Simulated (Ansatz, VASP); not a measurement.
**Sn in VASP and in Ansatz**

```
CELL_PARAMETERS angstrom
-1.89465 1.89465 1.96570
1.89465 -1.89465 1.96570
1.89465 1.89465 -1.96570
ATOMIC_POSITIONS crystal
Sn 0.00000 0.00000 0.00000
```

Change from the starting cell: strain +0.0375 x Voigt [0, 0, 1, 0, 0, 0], atoms carried along.

Alike in both runs: task single point; functional PBE; dispersion D3(BJ); k mesh 18 × 18 × 18; occupations gaussian, width 0.15 eV; no spin polarisation.

```csv
,VASP,Ansatz
version,VASP 6.6.1,Ansatz 0.2.0
potentials or method,"VASP PAW PBE potentials, release 64 (Sn_d), cutoff 520 eV","scalar-relativistic, plane waves, PAW"
valence electrons in the cell,14,14
```

```csv
,VASP,Ansatz,Ansatz less VASP
gap on the k mesh at the Fermi level (eV),none,none,-
pressure (GPa),-3.0,-2.9,+0.07
"traceless stress, the component that is largest in VASP (GPa)",0.44,0.44,+0.001
```

A gap of «none» marks a metal or a gap that the smearing closes.
